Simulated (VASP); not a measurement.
Runs of VASP 6.6.1 on Ag2Au. The structure is that of space group Pn-3m (No. 224), or close to it. The cells are those of the table. 

```tsv
task	cell	k mesh	cutoff (eV)	gap on the mesh (eV)	pressure (GPa)
relaxation of cell and atoms	relaxed from a = 6.004 Å, 6 atoms	6 × 6 × 6	600	none	0.0
single point	a = 6.004 Å, 6 atoms	4 × 4 × 4	520	none	0.1
single point	a = 5.065 Å, 6 atoms	4 × 4 × 4	520	none	(a)
relaxation of cell and atoms	relaxed from a = 5.065 Å, 6 atoms	4 × 4 × 4	600	none	0.0
single point	a = 6.004 Å, 6 atoms	6 × 6 × 6	520	none	0.0
```

Alike in all rows: level PBE; potentials or basis VASP PAW PBE potentials, release 64 (Ag, Au); no spin polarisation; smearing gaussian 0.1 eV.

Problem. Estimate the missing entries.

Solution. (a) 53.5.

Caveats: spin-orbit coupling is left out, which moves the levels of the heavy elements; the relaxation stopped at its first step, so nothing moved (some runs).

A k mesh can miss the band edges, and the runs leave out spin-orbit coupling on Ag, Au.

A gap of «none» marks levels without a gap at the run's occupations.
